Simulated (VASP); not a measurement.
# MnO (Fm-3m) in VASP: a series of runs

The runs below take MnO through single point, with PBEsol, PBE.

All numbers are computed with VASP 6.6.1; they aren't measurements. Logs are shortened: lines on timing, memory, paths and dates and some standing lists are left out, and cuts for length are marked.

## 1. The cell of the first run

Symmetry: Fm-3m, No. 225, cubic system. The conventional cell has a = 4.506 Å, b = 4.506 Å, c = 4.506 Å, α = 90.00°, β = 90.00°, γ = 90.00°. Mn (site symmetry m-3m) has 6 O at 2.25 Å within 3.0 Å. O (site symmetry m-3m) has 6 Mn at 2.25 Å within 3.0 Å.

## 2. Single point, PBEsol, collinear spin, ferromagnetic start (volume scaled by 1.04)

Contents of INCAR:

```
SYSTEM = MnO
ALGO = Normal
EDIFF = 1E-6
ENCUT = 520
GGA = PS
ISIF = 2
ISMEAR = -1
ISPIN = 2
LASPH = .TRUE.
LCHARG = .FALSE.
LMAXMIX = 4
LORBIT = 11
LREAL = .FALSE.
LWAVE = .FALSE.
MAGMOM = 4 0
NBANDS = 20
NELM = 150
PREC = Accurate
SIGMA = 0.05
```

Contents of KPOINTS:

```
k-points
0
G
  10 10 10
  0 0 0
```

Contents of POSCAR:

```
MnO
1.0
    0.0000000000      2.2531730023      2.2531730023
    2.2531730023      0.0000000000      2.2531730023
    2.2531730023      2.2531730023      0.0000000000
Mn O
1 1
Direct
    0.0000000000      0.0000000000      0.0000000000
    0.5000000000      0.5000000000      0.5000000000
```

Potentials or basis: VASP PAW PBE potentials, release 64 (Mn_pv, O).

On the command line:

```
$ cat potpaw_PBE.64/Mn_pv/POTCAR potpaw_PBE.64/O/POTCAR > POTCAR
$ mpirun -np 1 vasp_std > vasp.out
```

OUTCAR:

```text
SYSTEM = MnO
   EDIFF = 1E-6
   ENCUT = 520
   GGA = PS
   ISIF = 2
   ISMEAR = -1
   ISPIN = 2
   LASPH = .TRUE.
   LORBIT = 11
   LREAL = .FALSE.
   NELM = 150
   PREC = Accurate

 ion  position               nearest neighbor table
   1  0.000  0.000  0.000-   2 2.25   2 2.25   2 2.25   2 2.25   2 2.25   2 2.25
   2  0.500  0.500  0.500-   1 2.25   1 2.25   1 2.25   1 2.25   1 2.25   1 2.25

  LATTYP: Found a face centered cubic cell.
 ALAT       =     4.5063460046

  Lattice vectors:

 A1 = (   0.0000000000,   2.2531730023,   2.2531730023)
 A2 = (   2.2531730023,   0.0000000000,   2.2531730023)
 A3 = (   2.2531730023,   2.2531730023,   0.0000000000)

Analysis of symmetry for initial positions (statically):
=====================================================================
 Subroutine PRICEL returns:
 Original cell was already a primitive cell.

 Routine SETGRP: Setting up the symmetry group for a
 face centered cubic supercell.

 Subroutine GETGRP returns: Found 48 space group operations
 (whereof 48 operations were pure point group operations)
 out of a pool of 48 trial point group operations.

The static configuration has the point symmetry O_h .

Analysis of symmetry for dynamics (positions and initial velocities):
=====================================================================
 Subroutine PRICEL returns:
 Original cell was already a primitive cell.

 Routine SETGRP: Setting up the symmetry group for a
 face centered cubic supercell.

 Subroutine GETGRP returns: Found 48 space group operations
 (whereof 48 operations were pure point group operations)
 out of a pool of 48 trial point group operations.

The dynamic configuration has the point symmetry O_h .

Analysis of structural, dynamic, and magnetic symmetry:
=====================================================================
 Subroutine PRICEL returns:
 Original cell was already a primitive cell.

 Routine SETGRP: Setting up the symmetry group for a
 face centered cubic supercell.

 Subroutine GETGRP returns: Found 48 space group operations
 (whereof 48 operations were pure point group operations)
 out of a pool of 48 trial point group operations.

The overall configuration has the point symmetry O_h .

 Subroutine INISYM returns: Found 48 space group operations
 (whereof 48 operations are pure point group operations),
 and found     1 'primitive' translations

----------------------------------------------------------------------------------------

                                     Primitive cell

  volume of cell :      22.8778

  direct lattice vectors                    reciprocal lattice vectors
     0.000000000  2.253173002  2.253173002    -0.221909281  0.221909281  0.221909281
     2.253173002  0.000000000  2.253173002     0.221909281 -0.221909281  0.221909281
     2.253173002  2.253173002  0.000000000     0.221909281  0.221909281 -0.221909281

  length of vectors
     3.186467818  3.186467818  3.186467818     0.384358149  0.384358149  0.384358149

  position of ions in fractional coordinates (direct lattice)
     0.000000000  0.000000000  0.000000000
     0.500000000  0.500000000  0.500000000

  ion indices of the primitive-cell ions
   primitive index   ion index
                 1           1
                 2           2

----------------------------------------------------------------------------------------

 KPOINTS: k-points

Automatic generation of k-mesh.
 Grid dimensions read from file:
 generate k-points for:   10   10   10

 Generating k-lattice:

  Cartesian coordinates                     Fractional coordinates (reciprocal lattice)
    -0.022190928  0.022190928  0.022190928     0.100000000  0.000000000  0.000000000
     0.022190928 -0.022190928  0.022190928     0.000000000  0.100000000  0.000000000
     0.022190928  0.022190928 -0.022190928     0.000000000  0.000000000  0.100000000

  Length of vectors
     0.038435815  0.038435815  0.038435815

  Shift w.r.t. Gamma in fractional coordinates (k-lattice)
     0.000000000  0.000000000  0.000000000

 Subroutine IBZKPT returns following result:
 ===========================================

 Found     47 irreducible k-points:

 Following reciprocal coordinates:
            Coordinates               Weight
  0.000000  0.000000  0.000000      1.000000
  0.100000  0.000000  0.000000      8.000000
  0.200000  0.000000  0.000000      8.000000
  0.300000  0.000000  0.000000      8.000000
  0.400000  0.000000  0.000000      8.000000
  0.500000  0.000000  0.000000      4.000000
[... 16 lines left out ...]
  0.300000  0.300000  0.000000      6.000000
  0.400000  0.300000  0.000000     24.000000
 [... further k-points ...]
   k-points           NKPTS =     47   k-points in BZ     NKDIM =     47   number of bands    NBANDS=     20
   number of dos      NEDOS =    301   number of ions     NIONS =      2
   total plane-waves  NPLWV =  13824
   dimension x,y,z NGX =    24 NGY =   24 NGZ =   24
   dimension x,y,z NGXF=    48 NGYF=   48 NGZF=   48
   ions per type =               1   1
   NGX,Y,Z   is equivalent  to a cutoff of  12.52, 12.52, 12.52 a.u.
   NGXF,Y,Z  is equivalent  to a cutoff of  25.04, 25.04, 25.04 a.u.
 SYSTEM =  MnO
   PREC   = accura    normal or accurate (medium, high low for compatibility)
   ISTART =      0    job   : 0-new  1-cont  2-samecut
   ICHARG =      2    charge: 1-file 2-atom 10-const
   ISPIN  =      2    spin polarized calculation?
   LNONCOLLINEAR =      F non collinear calculations
   LSORBIT =      F    spin-orbit coupling
   LASPH  =      T    aspherical Exc in radial PAW
   ENCUT  =  520.0 eV  38.22 Ry    6.18 a.u.   5.92  5.92  5.92*2*pi/ulx,y,z
   NELM   =    150;   NELMIN=  2; NELMDL= -5     # of ELM steps
   EDIFF  = 0.1E-05   stopping-criterion for ELM
   LREAL  =      F    real-space projection
   EDIFFG = 0.1E-04   stopping-criterion for IOM
   NSW    =      0    number of steps for IOM
   IBRION =     -1    ionic relax: 0-MD 1-quasi-New 2-CG
   NFREE  =      0    steps in history (QN), initial steepest desc. (CG)
   ISIF   =      2    stress and relaxation
   ISYM   =      2    0-nonsym 1-usesym 2-fastsym
   POTIM  = 0.5000    time-step for ionic-motion
   TEBEG  =    0.0;   TEEND  =   0.0 temperature during run
   PSTRESS=    0.0 pullay stress
   NELECT =      19.0000    total number of electrons
   NUPDOWN=      -1.0000    fix difference up-down
   EMIN   =  10.00;   EMAX   =-10.00  energy-range for DOS
   EFERMI =   0.00;   METHOD = LEGACY
   ISMEAR =    -1;   SIGMA  =   0.05  broadening in eV -4-tet -1-fermi 0-gaus
   EFERMI_NEDOS =   21; number of points for ismear=-14 and -15
   IALGO  =     38    algorithm
   IMIX   =      4    mixing-type and parameters
     AMIX     =   0.40;   BMIX     =  1.00
     AMIX_MAG =   1.60;   BMIX_MAG =  1.00
  volume/ion in A,a.u.               =      11.44        77.19
  Fermi-wavevector in a.u.,A,eV,Ry     =   1.538821  2.907950 32.218197  2.367971
  Thomas-Fermi vector in A             =   2.645136
   LORBIT       =     11    0 simple, 1 ext, 2 COOP (PROOUT), +10 PAW based schemes
   GGA     = PS    functional components
   LHFCALC =     F    Hartree Fock is set to
   AEXX    =    0.0000 exact exchange contribution
   IVDW    =     0    specifies the selected vdW correction
   LEPSILON=     F    determine dielectric tensor
   LRPA    =     F    only Hartree local field effects (RPA)
 spin polarized calculation
  energy-cutoff  :      520.00
  volume of cell :       22.88
 maximum number of plane-waves:       636
   NGX = 11   NGY = 11   NGZ = 11

 number of electron      18.9999994 magnetization       4.8232354

 Free energy of the ion-electron system (eV)
  ---------------------------------------------------
  ext. energy  EPLUGINS =         0.00000000
  ---------------------------------------------------
  free energy    TOTEN  =       -17.16824379 eV

  energy without entropy =      -17.16126291  energy(sigma->0) =      -17.16475335

 E-fermi :   6.8393     XC(G=0): -11.8744

 val. band max:        6.8304370922   @ k =   0.4000   0.0000   0.0000
 cond. band min:       6.8514830753   @ k =   0.1000   0.0000   0.0000
 fundamental gap:      0.0210459831
 Fermi energy:         6.8393241786

 spin component 1

 k-point     1 :       0.0000    0.0000    0.0000
  band No.  band energies     occupation
      1     -43.3222      1.00000
      2     -43.3222      1.00000
      3     -43.3222      1.00000
      4     -12.9762      1.00000
      5       3.3135      1.00000
      6       3.3135      1.00000
[... 12 lines left out ...]
     19      25.7921      0.00000
     20      25.7921      0.00000
[... 507 lines left out ...]
 k-point    24 :       0.4000    0.3000    0.0000
  band No.  band energies     occupation
      1     -43.3620      1.00000
      2     -43.3392      1.00000
      3     -43.3376      1.00000
      4     -12.1895      1.00000
      5      -0.0344      1.00000
      6       1.8147      1.00000
[... 12 lines left out ...]
     19      30.7493      0.00000
     20      32.6456      0.00000

 [... further k-points ...]

 spin component 2

 k-point     1 :       0.0000    0.0000    0.0000
  band No.  band energies     occupation
      1     -38.6677      1.00000
      2     -38.6677      1.00000
      3     -38.6677      1.00000
      4     -12.5132      1.00000
      5       3.7313      1.00000
      6       3.7313      1.00000
[... 12 lines left out ...]
     19      28.0624      0.00000
     20      28.0624      0.00000
[... 507 lines left out ...]
 k-point    24 :       0.4000    0.3000    0.0000
  band No.  band energies     occupation
      1     -38.7180      1.00000
      2     -38.6888      1.00000
      3     -38.6868      1.00000
      4     -11.7509      1.00000
      5       0.7774      1.00000
      6       2.6315      1.00000
[... 12 lines left out ...]
     19      31.8776      0.00000
     20      33.7373      0.00000

 [... further k-points ...]

------------------------ aborting loop because EDIFF is reached ----------------------------------------

  FORCE on cell =-STRESS in cart. coord.  units (eV):
  Direction    XX          YY          ZZ          XY          YZ          ZX
  --------------------------------------------------------------------------------------
  -------------------------------------------------------------------------------------
  Total       -1.5829032     -1.5829032     -1.5829032     -0.0000000     -0.0000000      0.0000000
  in kB     -110.8539896   -110.8539896   -110.8539896     -0.0000000     -0.0000000      0.0000000
  external PRESSURE =    -110.8539896 kB  Pullay stress =       0.0000000 kB

 VOLUME and BASIS-vectors are now :
 -----------------------------------------------------------------------------
  energy-cutoff  :      520.00
  volume of cell :       22.88
      direct lattice vectors                 reciprocal lattice vectors
     0.000000000  2.253173002  2.253173002    -0.221909281  0.221909281  0.221909281
     2.253173002  0.000000000  2.253173002     0.221909281 -0.221909281  0.221909281
     2.253173002  2.253173002  0.000000000     0.221909281  0.221909281 -0.221909281

 POSITION                                       TOTAL-FORCE (eV/Angst)
 -----------------------------------------------------------------------------------
      0.00000      0.00000      0.00000         0.000000      0.000000      0.000000
      2.25317      2.25317      2.25317        -0.000000     -0.000000     -0.000000
 -----------------------------------------------------------------------------------
    total drift:                                0.000000     -0.000000     -0.000000

  FREE ENERGIE OF THE ION-ELECTRON SYSTEM (eV)
  ---------------------------------------------------
  free  energy   TOTEN  =       -17.1682437888 eV

  energy  without entropy=      -17.1612629107  energy(sigma->0) =      -17.16475335

 total charge

# of ion       s       p       d       tot
------------------------------------------
    1        0.200   6.167   4.950  11.317
    2        1.556   3.375   0.000   4.932
--------------------------------------------------
tot          1.756   9.542   4.950  16.248

 magnetization (x)

# of ion       s       p       d       tot
------------------------------------------
    1        0.034   0.025   4.306   4.365
    2        0.029   0.168   0.000   0.197
--------------------------------------------------
tot          0.063   0.193   4.306   4.562
```

Run time: 28 s. Hardware: 1 thread of Intel Xeon 6975P-C, shared host; peak memory 0.17 GiB.

Results:

- Free energy: -17.1682 eV
- Pressure: -11.1 GPa
- Net moment: 4.82 μB per cell
- Site moments: Mn +4.37; O +0.20 μB
- Valence electrons inside the program's atomic spheres: Mn 11.32; O 4.93

Caveat: the PAW data sets were made with another functional, which shifts forces and pressure a little; a cell with one magnetic atom can't hold antiferromagnetic order, which such compounds often take; semilocal functionals often make such compounds metallic where correlation or magnetic order opens a gap, which also shifts bond lengths.

## 3. Single point, PBEsol, collinear spin, ferromagnetic start (volume scaled by 1.06)

Contents of INCAR:

```
SYSTEM = MnO
  PREC = Accurate
  ENCUT = 520
  EDIFF = 1E-7
  ISMEAR = -1
  SIGMA = 0.05
  LREAL = .FALSE.
  LASPH = .TRUE.
  NELM = 150
  ALGO = Normal
  ISIF = 2
  LWAVE = .FALSE.
  LCHARG = .FALSE.
  ISPIN = 2
  MAGMOM = 4 0
  LORBIT = 11
  LMAXMIX = 4
  GGA = PS
  NBANDS = 20
```

Contents of KPOINTS:

```
Automatic mesh
0
G
  10 10 10
  0 0 0
```

Contents of POSCAR:

```
MnO
1.0
    0.0000000000      2.2675248097      2.2675248097
    2.2675248097      0.0000000000      2.2675248097
    2.2675248097      2.2675248097      0.0000000000
Mn O
1 1
Direct
    0.0000000000      0.0000000000      0.0000000000
    0.5000000000      0.5000000000      0.5000000000
```

Potentials or basis: VASP PAW PBE potentials, release 64 (Mn_pv, O).

On the command line:

```
$ cat potpaw_PBE.64/Mn_pv/POTCAR potpaw_PBE.64/O/POTCAR > POTCAR
$ mpirun -np 1 vasp_std > vasp.out
```

Run time: 33 s. Hardware: 1 thread of Intel Xeon 6975P-C, shared host; peak memory 0.17 GiB.

It converged, with:

```yaml
Free_energy: -17.1362 eV
Pressure: -12.6 GPa
Net_moment: 4.86 μB per cell
Site_moments: Mn +4.40; O +0.20 μB
Valence_electrons_inside_the_program's_atomic_spheres: Mn 11.30; O 4.92
```

Levels at points of the mesh, in eV from the Fermi level:
Spin up:
```tsv
k point	band 8	band 9	band 10	band 11	band 12	band 13	band 14	band 15	band 16	band 17
(0.00, 0.00, 0.00)	-3.09	-3.09	-3.09	-2.61	-2.61	-0.76	13.68	15.78	15.78	15.78
(0.50, 0.00, 0.00)	-2.28	-2.28	-1.85	0.14	0.14	3.29	7.26	11.40	11.40	17.63
(0.50, 0.50, 0.00)	-3.99	-2.22	-2.03	-2.03	-1.95	4.58	7.49	10.03	12.99	12.99
```
Spin down:
| k point | band 4 | band 5 | band 6 | band 7 | band 8 | band 9 | band 10 | band 11 |
| --- | --- | --- | --- | --- | --- | --- | --- | --- |
| (0.00, 0.00, 0.00) | -19.18 | -3.00 | -3.00 | -3.00 | 0.57 | 0.92 | 0.92 | 0.92 |
| (0.50, 0.00, 0.00) | -18.32 | -6.83 | -4.38 | -4.38 | 2.00 | 2.05 | 2.05 | 3.58 |
| (0.50, 0.50, 0.00) | -18.33 | -5.94 | -3.94 | -3.94 | -0.54 | 2.04 | 2.15 | 2.45 |

Caveat: the PAW data sets were made with another functional, which shifts forces and pressure a little; a cell with one magnetic atom can't hold antiferromagnetic order, which such compounds often take; semilocal functionals often make such compounds metallic where correlation or magnetic order opens a gap, which also shifts bond lengths.

[end of part 1 of 2]
